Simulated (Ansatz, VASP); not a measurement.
# Two plane-wave programs on BaZrS3

```
Ba Zr S
1.0
     7.13031    0.00000    0.00000
     0.00000   10.02978    0.00000
     0.00000    0.00000    7.03578
Ba Zr S
4 4 12
Direct
  0.04687 0.25000 0.00990
  0.45313 0.75000 0.50990
  0.54687 0.25000 0.49010
  0.95313 0.75000 0.99010
  0.00000 0.00000 0.50000
  0.50000 0.00000 0.00000
  0.50000 0.50000 0.00000
  0.00000 0.50000 0.50000
  0.99419 0.25000 0.56291
  0.50581 0.75000 0.06291
  0.49419 0.25000 0.93709
  0.00581 0.75000 0.43709
  0.21131 0.96713 0.78864
  0.28869 0.03287 0.28864
  0.71131 0.53287 0.71136
  0.78869 0.46713 0.21136
  0.78869 0.03287 0.21136
  0.71131 0.96713 0.71136
  0.28869 0.46713 0.28864
  0.21131 0.53287 0.78864
```

Alike in both runs: task single point; functional PBE; k mesh 4 × 4 × 4; occupations fermi-dirac, width 0.02 eV; no spin polarisation.

|  | VASP | Ansatz |
| --- | --- | --- |
| version | VASP 6.6.1 | Ansatz 0.2.0 |
| potentials or method | VASP PAW PBE potentials, release 64 (Ba_sv, Zr_sv, S) | plane waves, PAW |
| plane-wave cutoff (eV) | 500 | 420 |
| valence electrons in the cell | 160 | 160 |

```csv
,VASP,Ansatz,Ansatz less VASP
gap on the k mesh at the Fermi level (eV),1.04,1.04,+0.001
pressure (GPa),0.6,0.3,-0.33
"traceless stress, the component that is largest in VASP (GPa)",-0.07,-0.07,-0.001
rms of the force components (eV/Å),0.007,0.013,+0.0061
```

Atom by atom the forces differ by 0.015 eV/Å (rms over components).

Spin-orbit coupling is off throughout.
